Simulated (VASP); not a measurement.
A run of VASP 6.6.1:

POSCAR

```
NaF
1.0
    0.0000000000      2.1634729054      2.2971680881
    2.1634729054      0.0000000000      2.2971680881
    2.1634729054      2.1634729054      0.0000000000
Na F
1 1
Direct
    0.0000000000      0.0000000000      0.0000000000
    0.5000000000      0.5000000000      0.5000000000
```

The input INCAR.step1:

```
PREC = Accurate
ENCUT = 520
ISMEAR = 0
SIGMA = 0.01
LREAL = F
LASPH = T
NELM = 100
NBANDS = 14
GGA = PE
ALGO = Normal
EDIFF = 1E-4
LWAVE = T
LCHARG = F
```

INCAR.step2

```
PREC = Accurate
ENCUT = 520
EDIFF = 1E-6
ISMEAR = 0
SIGMA = 0.01
LREAL = F
LASPH = T
NELM = 100
ALGO = Normal
ISIF = 2
LWAVE = F
LCHARG = F
METAGGA = R2SCAN
LMIXTAU = T
NBANDS = 14
ISTART = 1
```

KPOINTS

```
Automatic mesh
0
Gamma
  10 10 10
```

Potentials or basis: VASP PAW PBE potentials, release 64 (Na_pv, F).

Command:

```bash
$ cat potpaw_PBE.64/Na_pv/POTCAR potpaw_PBE.64/F/POTCAR > POTCAR
$ cp INCAR.step1 INCAR
$ mpirun -np 1 vasp_std > vasp.out
$ cp INCAR.step2 INCAR
$ mpirun -np 1 vasp_std > vasp.out
```

Hardware: 1 thread of Intel(R) Xeon(R) Platinum 8259CL CPU @ 2.50GHz (Skylake/Cascade Lake), with other jobs on the host.

Question: Estimate the wall time of this run.

Answer: Run time: 62 s on 1 thread of Intel(R) Xeon(R) Platinum 8259CL CPU @ 2.50GHz (Skylake/Cascade Lake), on a shared host, peak memory 0.15 GiB. Counts: k points 102.
